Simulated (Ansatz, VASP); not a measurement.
CuO in VASP and in Ansatz

INCAR

```
SYSTEM = CuO
PREC = Accurate
ENCUT = 600
EDIFF = 1E-6
ISMEAR = 0
SIGMA = 0.05
LREAL = .False.
LASPH = .True.
NELM = 200
ALGO = Normal
ISIF = 2
LWAVE = .False.
LCHARG = .False.
ISPIN = 2
MAGMOM = 0 0
LORBIT = 11
LMAXMIX = 4
NBANDS = 20
GGA_COMPAT = .False.
```

The input KPOINTS:

```
Automatic mesh
0
Gamma
  7 7 7
  0 0 0
```

File POSCAR:

```
CuO
1.0
    2.5525506100      0.0000000000      0.0000000000
    0.0000000000      2.5525506100      0.0000000000
    0.0000000000      0.0000000000      2.5525506100
Cu O
1 1
Direct
    0.0000000000      0.0000000000      0.0000000000
    0.5000000000      0.5000000000      0.5000000000
```

Input for Ansatz:

```yaml
crystal:
  lattice:
    - [2.55255061, 0.0, 0.0]
    - [0.0, 2.55255061, 0.0]
    - [0.0, 0.0, 2.55255061]
  atoms:
    - { symbol: Cu, position: [0.0, 0.0, 0.0], spin: 1.0 }
    - { symbol: O, position: [0.5, 0.5, 0.5] }
basis:
  ecutwfc: 420
  ecutrho_ratio: 4
kpoints:
  mp_grid: { grid: [7, 7, 7] }
hamiltonian:
  xc: lda
  hubbard:
    sites:
      - { site: 0, l: d, u_eff: 0.0, starting_ns: [{ spin: up, occupation_matrix: s0up }, { spin: down, occupation_matrix: s0down }] }
    occupation_matrices:
      s0up:
        matrix:
          - [0.97, 0.0, 0.0, 0.0, 0.0]
          - [0.0, 0.97, 0.0, 0.0, 0.0]
          - [0.0, 0.0, 0.97, 0.0, 0.0]
          - [0.0, 0.0, 0.0, 0.97, 0.0]
          - [0.0, 0.0, 0.0, 0.0, 0.97]
      s0down:
        matrix:
          - [0.97, 0.0, 0.0, 0.0, 0.0]
          - [0.0, 0.97, 0.0, 0.0, 0.0]
          - [0.0, 0.0, 0.02, 0.0, 0.0]
          - [0.0, 0.0, 0.0, 0.97, 0.0]
          - [0.0, 0.0, 0.0, 0.0, 0.97]
    ns_hold: { iters: 12 }
scf:
  occupations: { method: gaussian, width: 0.05 }
  lower_state_search: "off"
  max_iter: 150
output:
  forces: true
  stress: true
  eigenvalues: true
  populations: true
  hubbard: { sites: [{ site: 0, l: d }] }
magnetization:
  spin_polarized: true
```

Alike in both runs: task single point; functional LDA; k mesh 7 × 7 × 7; occupations gaussian, width 0.05 eV; collinear spin.

|  | VASP | Ansatz |
| --- | --- | --- |
| version | VASP 6.6.1 | Ansatz 0.2.0 |
| potentials or method | VASP PAW LDA potentials, release 64 (Cu, O), cutoff 600 eV | scalar-relativistic, plane waves, PAW |
| valence electrons in the cell | 17 | 25 |

|  | VASP | Ansatz | Ansatz less VASP |
| --- | --- | --- | --- |
| gap on the k mesh at the Fermi level (eV) | none | none | - |
| pressure (GPa) | 0.8 | 0.8 | -0.02 |
| net moment per atom (μB) | 0.00 | 0.00 | 0.000 |

LDA's correlation is that of Perdew and Zunger in VASP and of Perdew and Wang (1992) in Ansatz. A gap of «none» marks a metal or a gap that the smearing closes. VASP's potentials hold 17 valence electrons a cell and Ansatz's 25, so a difference there can come from the potentials and not from the codes. Ansatz's warnings: filled band counts differ across k points, seeded moment not kept, specified occupation not kept, symmetry narrowed by occupation matrices.
